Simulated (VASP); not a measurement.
The system is Pt.

```
Pt
1.0
     2.78499    0.00000    0.00000
    -1.39250    2.41187    0.00000
     0.00000    0.00000    4.83436
Pt
2
Direct
  0.66667 0.33333 0.75000
  0.33333 0.66667 0.25000
```

Base run:

| Item | Value |
| --- | --- |
| Program | VASP 6.6.1 |
| Functional | r2SCAN |
| Potentials or basis | VASP PAW PBE potentials, release 64 (Pt_sv_GW) |
| Cutoff | 550 eV |
| k mesh | 10 × 10 × 5 |
| Occupations | fermi-dirac, width 0.1 eV |
| Spin | no spin polarisation |

Its results: band gap on the k mesh zero (band 18 reaches 9.64 eV, above the bottom of band 19 at 8.46 eV); pressure -13.7 GPa.

Question: The run is repeated on the same cell with these changes: potentials or basis from VASP PAW PBE potentials, release 64 (Pt_sv_GW) to VASP PAW PBE potentials, release 64 (Pt); cutoff from 550 eV to 520 eV; further incar settings from ALGO = Normal; EDIFF = 1e-06; NBANDS = 25 to ALGO = Normal; EDIFF = 1e-06; NBANDS = 17; valence electrons from 36 to 20. What comes out?

Answer: Band gap on the k mesh zero (band 10 reaches 10.11 eV, above the bottom of band 11 at 8.94 eV); pressure -11.3 GPa.

Caveats: the PAW data sets were made with another functional, which shifts forces and pressure a little; spin-orbit coupling is left out, which moves the levels of the heavy elements.
